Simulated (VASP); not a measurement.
# Ga2As2O in VASP: single point with PBE

Aim: the single point of Ga2As2O with PBE.

Everything below comes from runs of VASP 6.6.1. Logs are shortened: lines on timing, memory, paths and dates and some standing lists are left out, and cuts for length are marked.

### Step 1. The cell of the first run

The cell holds a slab with vacuum, 5 atoms: a = 4.063 Å, b = 4.063 Å, c = 19.672 Å, α = 90.00°, β = 90.00°, γ = 120.00°.

### Step 2. Single point, PBE, collinear spin, ferromagnetic start

Input file INCAR:

```
SYSTEM = Ga2As2O
PREC     = Accurate       ! precision mode
ENCUT    = 520            ! plane-wave cutoff, eV
EDIFF    = 1E-6           ! SCF threshold, eV
ISMEAR   = 0              ! smearing method
SIGMA    = 0.05           ! smearing width, eV
LREAL    = .False.        ! projectors in reciprocal space
LASPH    = .True.         ! aspherical terms in the spheres
NELM     = 150            ! most SCF steps
ALGO     = Normal         ! electronic algorithm
ISIF     = 2              ! what is computed and relaxed
LWAVE    = .False.        ! write WAVECAR
LCHARG   = .False.        ! write CHGCAR
ISPIN    = 2              ! spin polarisation
MAGMOM   = 0 0 0 0 2      ! initial moments
LORBIT   = 11             ! projections on sites
LDIPOL   = .True.       
IDIPOL   = 3            
DIPOL    = 0.5 0.5 0.351
GGA      = PE             ! functional
NBANDS   = 33             ! bands
```

Input file KPOINTS:

```
Automatic mesh
0
Gamma
  9 9 1
  0 0 0
```

Input file POSCAR:

```
Ga2As2O
1.0
    4.0629609260      0.0000000000      0.0000000000
   -2.0314804630      3.5186273765      0.0000000000
    0.0000000000      0.0000000000     19.6715433583
As Ga O
2 2 1
Direct
    0.0000000000      0.0000000000      0.2033394090
    0.3333333333      0.6666666667      0.3841855388
    0.3333333333      0.6666666667      0.2454992137
    0.6666666667      0.3333333333      0.4153991992
    0.6666666667      0.3333333333      0.5070664459
```

Potentials or basis: VASP PAW PBE potentials, release 64 (As, Ga_d, O).

Launch:

```
> cat potpaw_PBE.64/As/POTCAR potpaw_PBE.64/Ga_d/POTCAR potpaw_PBE.64/O/POTCAR > POTCAR
> mpirun -np 1 vasp_std > vasp.out
```

OUTCAR:

```text
SYSTEM = Ga2As2O
   PREC = Accurate
   ENCUT = 520
   EDIFF = 1E-6
   ISMEAR = 0
   LREAL = .False.
   LASPH = .True.
   NELM = 150
   ISIF = 2
   ISPIN = 2
   LORBIT = 11
   GGA = PE

 ion  position               nearest neighbor table
   1  0.000  0.000  0.203-   3 2.49   3 2.49   3 2.49
   2  0.333  0.667  0.384-   4 2.42   4 2.42   4 2.42   3 2.73
   3  0.333  0.667  0.245-   1 2.49   1 2.49   1 2.49   2 2.73
   4  0.667  0.333  0.415-   5 1.80   2 2.42   2 2.42   2 2.42
   5  0.667  0.333  0.507-   4 1.80

  LATTYP: Found a hexagonal cell.
 ALAT       =     4.0629609260
 C/A-ratio  =     4.8416767270

  Lattice vectors:

 A1 = (   4.0629609260,   0.0000000000,   0.0000000000)
 A2 = (  -2.0314804630,   3.5186273765,   0.0000000000)
 A3 = (   0.0000000000,   0.0000000000,  19.6715433583)

Analysis of symmetry for initial positions (statically):
=====================================================================
 Subroutine PRICEL returns:
 Original cell was already a primitive cell.

 Routine SETGRP: Setting up the symmetry group for a
 hexagonal supercell.

 Subroutine GETGRP returns: Found  6 space group operations
 (whereof  6 operations were pure point group operations)
 out of a pool of 24 trial point group operations.

The static configuration has the point symmetry C_3v.

Analysis of symmetry for dynamics (positions and initial velocities):
=====================================================================
 Subroutine PRICEL returns:
 Original cell was already a primitive cell.

 Routine SETGRP: Setting up the symmetry group for a
 hexagonal supercell.

 Subroutine GETGRP returns: Found  6 space group operations
 (whereof  6 operations were pure point group operations)
 out of a pool of 24 trial point group operations.

The dynamic configuration has the point symmetry C_3v.

Analysis of structural, dynamic, and magnetic symmetry:
=====================================================================
 Subroutine PRICEL returns:
 Original cell was already a primitive cell.

 Routine SETGRP: Setting up the symmetry group for a
 hexagonal supercell.

 Subroutine GETGRP returns: Found  6 space group operations
 (whereof  6 operations were pure point group operations)
 out of a pool of 24 trial point group operations.

The overall configuration has the point symmetry C_3v.

 Subroutine INISYM returns: Found  6 space group operations
 (whereof  6 operations are pure point group operations),
 and found     1 'primitive' translations

----------------------------------------------------------------------------------------

                                     Primitive cell

  volume of cell :     281.2253

  direct lattice vectors                    reciprocal lattice vectors
     4.062960926  0.000000000  0.000000000     0.246125921  0.142100867  0.000000000
    -2.031480463  3.518627377  0.000000000     0.000000000  0.284201734  0.000000000
     0.000000000  0.000000000 19.671543358     0.000000000  0.000000000  0.050834852

  length of vectors
     4.062960926  4.062960926 19.671543358     0.284201734  0.284201734  0.050834852

  position of ions in fractional coordinates (direct lattice)
     0.000000000  0.000000000  0.203339409
     0.333333333  0.666666667  0.384185539
     0.333333333  0.666666667  0.245499214
     0.666666667  0.333333333  0.415399199
     0.666666667  0.333333333  0.507066446

  ion indices of the primitive-cell ions
   primitive index   ion index
                 1           1
                 2           2
                 3           3
                 4           4
                 5           5

----------------------------------------------------------------------------------------

 KPOINTS: Automatic mesh

Automatic generation of k-mesh.
 Grid dimensions read from file:
 generate k-points for:    9    9    1

 Generating k-lattice:

  Cartesian coordinates                     Fractional coordinates (reciprocal lattice)
     0.027347325  0.015788985  0.000000000     0.111111111  0.000000000  0.000000000
[... 29 lines left out ...]
   number of dos      NEDOS =    301   number of ions     NIONS =      5
   total plane-waves  NPLWV = 135000
   dimension x,y,z NGX =    30 NGY =   30 NGZ =  150
   dimension x,y,z NGXF=    60 NGYF=   60 NGZF=  300
   ions per type =               2   2   1
   NGX,Y,Z   is equivalent  to a cutoff of  12.28, 12.28, 12.68 a.u.
   NGXF,Y,Z  is equivalent  to a cutoff of  24.55, 24.55, 25.35 a.u.
 SYSTEM =  Ga2As2O
   PREC   = accura    normal or accurate (medium, high low for compatibility)
   ISTART =      0    job   : 0-new  1-cont  2-samecut
   ICHARG =      2    charge: 1-file 2-atom 10-const
   ISPIN  =      2    spin polarized calculation?
   LNONCOLLINEAR =      F non collinear calculations
   LSORBIT =      F    spin-orbit coupling
   LASPH  =      T    aspherical Exc in radial PAW
   ENCUT  =  520.0 eV  38.22 Ry    6.18 a.u.   7.55  7.55 36.58*2*pi/ulx,y,z
   NELM   =    150;   NELMIN=  2; NELMDL= -5     # of ELM steps
   EDIFF  = 0.1E-05   stopping-criterion for ELM
   LREAL  =      F    real-space projection
   EDIFFG = 0.1E-04   stopping-criterion for IOM
   NSW    =      0    number of steps for IOM
   IBRION =     -1    ionic relax: 0-MD 1-quasi-New 2-CG
   NFREE  =      0    steps in history (QN), initial steepest desc. (CG)
   ISIF   =      2    stress and relaxation
   ISYM   =      2    0-nonsym 1-usesym 2-fastsym
   POTIM  = 0.5000    time-step for ionic-motion
   TEBEG  =    0.0;   TEEND  =   0.0 temperature during run
   PSTRESS=    0.0 pullay stress
   NELECT =      42.0000    total number of electrons
   NUPDOWN=      -1.0000    fix difference up-down
   EMIN   =  10.00;   EMAX   =-10.00  energy-range for DOS
   EFERMI =   0.00;   METHOD = LEGACY
   ISMEAR =     0;   SIGMA  =   0.05  broadening in eV -4-tet -1-fermi 0-gaus
   EFERMI_NEDOS =   21; number of points for ismear=-14 and -15
   IALGO  =     38    algorithm
   IMIX   =      4    mixing-type and parameters
     AMIX     =   0.40;   BMIX     =  1.00
     AMIX_MAG =   1.60;   BMIX_MAG =  1.00
  volume/ion in A,a.u.               =      56.25       379.56
  Fermi-wavevector in a.u.,A,eV,Ry     =   0.868573  1.641366 10.264502  0.754420
  Thomas-Fermi vector in A             =   1.987271
   LORBIT       =     11    0 simple, 1 ext, 2 COOP (PROOUT), +10 PAW based schemes
   GGA     = PE    functional components
   LHFCALC =     F    Hartree Fock is set to
   AEXX    =    0.0000 exact exchange contribution
   IVDW    =     0    specifies the selected vdW correction
   LEPSILON=     F    determine dielectric tensor
   LRPA    =     F    only Hartree local field effects (RPA)
 spin polarized calculation
 Gauss-broadening in eV      SIGMA  =   0.05
  energy-cutoff  :      520.00
  volume of cell :      281.23
 maximum number of plane-waves:      7629
 NGX is ok and might be reduce to    30
   NGX = 15   NGY = 15   NGZ = 73

 dipolmoment           0.000000      0.000000     -0.024939 electrons x Angstroem

 number of electron      42.0000003 magnetization       1.9343469

 dipolmoment           0.000000      0.000000      0.230270 electrons x Angstroem

 Free energy of the ion-electron system (eV)
  ---------------------------------------------------
  ext. energy  EPLUGINS =         0.00000000
  ---------------------------------------------------
  free energy    TOTEN  =       -19.58985074 eV

  energy without entropy =      -19.58526520  energy(sigma->0) =      -19.58755797

 E-fermi :  -3.4326     XC(G=0):  -4.1918

 val. band max:       -3.4580284815   @ k =   0.3333   0.2222   0.0000
 cond. band min:      -3.4323337412   @ k =   0.1111  -0.0000   0.0000
 fundamental gap:      0.0256947403
 Fermi energy:        -3.4326138277

 spin component 1

 k-point     1 :       0.0000    0.0000    0.0000
  band No.  band energies     occupation
      1     -21.1060      1.00000
      2     -17.6290      1.00000
      3     -17.5841      1.00000
      4     -17.5841      1.00000
      5     -17.5503      1.00000
      6     -17.5503      1.00000
[... 421 lines left out ...]
     32       4.9616      0.00000
     33       5.0341      0.00000
 Fermi energy:        -3.4326138277

 spin component 2

 k-point     1 :       0.0000    0.0000    0.0000
  band No.  band energies     occupation
      1     -19.7719      1.00000
      2     -17.6086      1.00000
      3     -17.5775      1.00000
      4     -17.5775      1.00000
      5     -17.5394      1.00000
      6     -17.5394      1.00000
[... 421 lines left out ...]
     32       5.1532      0.00000
     33       5.1703      0.00000

------------------------ aborting loop because EDIFF is reached ----------------------------------------

 vacuum level on the upper side and lower side of the slab       (xc-potential included)         1.417        -1.420

  FORCE on cell =-STRESS in cart. coord.  units (eV):
  Direction    XX          YY          ZZ          XY          YZ          ZX
  --------------------------------------------------------------------------------------
  -------------------------------------------------------------------------------------
  Total        0.7681994      0.7681994     -0.9942153      0.0000000      0.0000000      0.0000000
  in kB        4.3765327      4.3765327     -5.6641749      0.0000000      0.0000000      0.0000000
  external PRESSURE =       1.0296302 kB  Pullay stress =       0.0000000 kB

 VOLUME and BASIS-vectors are now :
 -----------------------------------------------------------------------------
  energy-cutoff  :      520.00
  volume of cell :      281.23
      direct lattice vectors                 reciprocal lattice vectors
     4.062960926  0.000000000  0.000000000     0.246125921  0.142100867  0.000000000
    -2.031480463  3.518627377  0.000000000     0.000000000  0.284201734  0.000000000
     0.000000000  0.000000000 19.671543358     0.000000000  0.000000000  0.050834852

 POSITION                                       TOTAL-FORCE (eV/Angst)
 -----------------------------------------------------------------------------------
      0.00000      0.00000      4.00000        -0.000000     -0.000000      0.187693
     -0.00000      2.34575      7.55752        -0.000000      0.000000     -1.394014
     -0.00000      2.34575      4.82935         0.000000      0.000000      0.356054
      2.03148      1.17288      8.17154         0.000000     -0.000000      0.776248
      2.03148      1.17288      9.97478        -0.000000      0.000000      0.074020
 -----------------------------------------------------------------------------------
    total drift:                               -0.000004      0.000001     -0.002627

  FREE ENERGIE OF THE ION-ELECTRON SYSTEM (eV)
  ---------------------------------------------------
  free  energy   TOTEN  =       -19.5898507443 eV

  energy  without entropy=      -19.5852652042  energy(sigma->0) =      -19.58755797

 vacuum level on the upper side and lower side of the slab         4.981         2.066

 total charge

# of ion       s       p       d       tot
------------------------------------------
    1        1.252   1.457   0.022   2.731
    2        1.237   1.515   0.027   2.780
    3        0.902   0.698   9.973  11.573
    4        0.864   0.870  10.065  11.800
    5        1.608   3.159   0.000   4.767
--------------------------------------------------
tot          5.864   7.700  20.088  33.651

 magnetization (x)

# of ion       s       p       d       tot
------------------------------------------
    1        0.007   0.209  -0.000   0.216
    2        0.001   0.230  -0.000   0.231
    3       -0.010   0.022   0.011   0.024
    4       -0.016  -0.028   0.030  -0.014
    5        0.009   0.819   0.000   0.828
--------------------------------------------------
tot         -0.009   1.253   0.041   1.285
```

It took 13 min on 1 thread of Intel Xeon Platinum 8259CL at 2.50GHz (Skylake/Cascade Lake), shared host; peak memory 0.55 GiB.

Results:

| Property | Result |
| --- | --- |
| Free energy | -19.5899 eV |
| Largest force | 1.394 eV/Å |
| Net moment | 1.93 μB per cell |
| Site moments | As +0.22, +0.23; Ga +0.02, -0.01; O +0.83 μB |
| Valence electrons inside the program's atomic spheres | As 2.73, 2.78; Ga 11.57, 11.80; O 4.77 |

Forces in eV/Å, atoms in the order of the input:
```
As   0.000  0.000  0.188
As   0.000  0.000 -1.394
Ga   0.000  0.000  0.356
Ga   0.000  0.000  0.776
O    0.000  0.000  0.074
```

Levels at points of the mesh, in eV from the Fermi level:
Spin up:
| k point | band 19 | band 20 | band 21 | band 22 | band 23 | band 24 | band 25 | band 26 |
| --- | --- | --- | --- | --- | --- | --- | --- | --- |
| (0.00, 0.00, 0.00) | -0.40 | -0.28 | 0.14 | 0.14 | 1.24 | 1.57 | 4.65 | 4.93 |
Spin down:
```csv
k point,band 16,band 17,band 18,band 19,band 20,band 21,band 22,band 23,band 24,band 25
"(0.00, 0.00, 0.00)",-0.83,-0.83,0.18,0.18,0.31,0.54,0.54,1.42,1.79,4.89
```
